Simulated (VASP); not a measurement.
**Mg2Si3N: single point with PBE**

Crystal: Mg2Si3N.

```
Mg Si N
1.0
     3.71278    0.00000    0.00000
    -1.85639    3.21536    0.00000
     0.00000    0.00000    7.32911
Mg Si N
2 3 1
Direct
  0.33333 0.66667 0.75201
  0.33333 0.66667 0.24799
  0.66667 0.33333 0.00000
  0.00000 0.00000 0.50000
  0.00000 0.00000 0.00000
  0.66667 0.33333 0.50000
```

```yaml
Program: VASP 6.6.1
Task: single point
Functional: PBE
Potentials_or_basis: VASP PAW PBE potentials, release 64 (Mg, Si, N)
Cutoff: 520 eV
k_mesh: 6 × 6 × 4
Occupations: gaussian, width 0.1 eV
Spin: collinear spin, ferromagnetic start
Starting_moments: "[0.0, 0.0, 0.0, 0.0, 0.0, 1.0] μB"
```

```json
{
 "Pressure": "10.9 GPa",
 "Largest force": "0.860 eV/Å",
 "Net moment": "0.00 μB per cell",
 "Valence electrons inside the program's atomic spheres": "Mg 0.34; Si 1.84, 1.54, 1.80; N 3.52"
}
```

Forces in eV/Å, atoms in the order of the input:
```
Mg   0.000  0.000 -0.860
Mg   0.000  0.000  0.860
Si   0.000  0.000  0.000
Si   0.000  0.000  0.000
Si   0.000  0.000  0.000
N    0.000  0.000  0.000
```

Stress tensor (GPa, compression positive):
```
12.62  0.00  0.00
 0.00 12.62  0.00
 0.00  0.00  7.38
```

Levels at points of the mesh, in eV from the Fermi level:
Spin up:
```
           k point  band 7  band 8  band 9  band 10  band 11  band 12  band 13  band 14
(0.00, 0.00, 0.00)   -3.52   -2.73   -2.73     0.52     0.52     0.98     1.68     1.85
(0.50, 0.00, 0.00)   -4.49   -3.53   -2.39    -1.74    -1.24     0.85     1.86     2.99
(0.00, 0.00, 0.50)   -3.95   -2.76   -2.76     0.56     0.56     0.69     1.87     2.05
(0.50, 0.00, 0.50)   -3.89   -3.62   -2.36    -1.71    -1.63    -1.31     2.91     3.37
```
Spin down:
| k point | band 7 | band 8 | band 9 | band 10 | band 11 | band 12 | band 13 | band 14 |
| --- | --- | --- | --- | --- | --- | --- | --- | --- |
| (0.00, 0.00, 0.00) | -3.52 | -2.73 | -2.73 | 0.52 | 0.52 | 0.98 | 1.68 | 1.85 |
| (0.50, 0.00, 0.00) | -4.49 | -3.53 | -2.39 | -1.74 | -1.24 | 0.85 | 1.86 | 2.99 |
| (0.00, 0.00, 0.50) | -3.95 | -2.76 | -2.76 | 0.56 | 0.56 | 0.69 | 1.87 | 2.05 |
| (0.50, 0.00, 0.50) | -3.89 | -3.62 | -2.36 | -1.71 | -1.63 | -1.31 | 2.91 | 3.37 |

It took 69 s on 1 thread of Intel(R) Xeon(R) Platinum 8488C (Sapphire Rapids), with other jobs on the host, peak memory 0.27 GiB.
